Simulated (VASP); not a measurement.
Write the native input for VASP 6.6.1 that does the following.

```yaml
Task: single point
Functional: PBE
Potentials_or_basis: VASP PAW PBE potentials, release 64 (Si, C)
Cutoff: 600 eV
k_mesh: 3 × 3 × 3
Occupations: gaussian, width 0.01 eV
Spin: no spin polarisation
Dipole_correction: no
Further_INCAR_settings: ALGO = Normal; EDIFF = 1e-06; NBANDS = 11
```

The structure of SiC lies in POSCAR:

```
SiC
1.0
    0.0000000000      2.1192710523      2.1192710523
    2.1192710523      0.0000000000      2.1192710523
    2.1192710523      2.1192710523      0.0000000000
Si C
1 1
Direct
    0.0000000000      0.0000000000      0.0000000000
    0.2500000000      0.2500000000      0.2500000000
```

The input as run:

INCAR

```
PREC     = Accurate       # precision mode
ENCUT    = 600            # plane-wave cutoff, eV
EDIFF    = 1E-6           # SCF threshold, eV
ISMEAR   = 0              # smearing method
SIGMA    = 0.01           # smearing width, eV
LREAL    = F              # projectors in reciprocal space
LASPH    = T              # aspherical terms in the spheres
NELM     = 120            # most SCF steps
ALGO     = Normal         # electronic algorithm
ISIF     = 2              # what is computed and relaxed
LWAVE    = F              # write WAVECAR
LCHARG   = F              # write CHGCAR
GGA      = PE             # functional
NBANDS   = 11             # bands
GGA_COMPAT= F
```

KPOINTS

```
Automatic mesh
0
Gamma
  3 3 3
```

Potentials or basis: VASP PAW PBE potentials, release 64 (Si, C).

Run with:

```console
$ cat potpaw_PBE.64/Si/POTCAR potpaw_PBE.64/C/POTCAR > POTCAR
$ mpirun -np 1 vasp_std > vasp.out
```

Results of the run:

```json
{"Pressure": "27.0 GPa", "Band gap on the k mesh": "2.55 eV, indirect (least direct gap 5.34 eV)"}
```

Caveat: the k points lie up to 0.86 Å⁻¹ apart.

Wall time 2.8 s on 1 thread of Intel Xeon 8259CL, with other jobs on the host, peak memory 0.13 GiB.
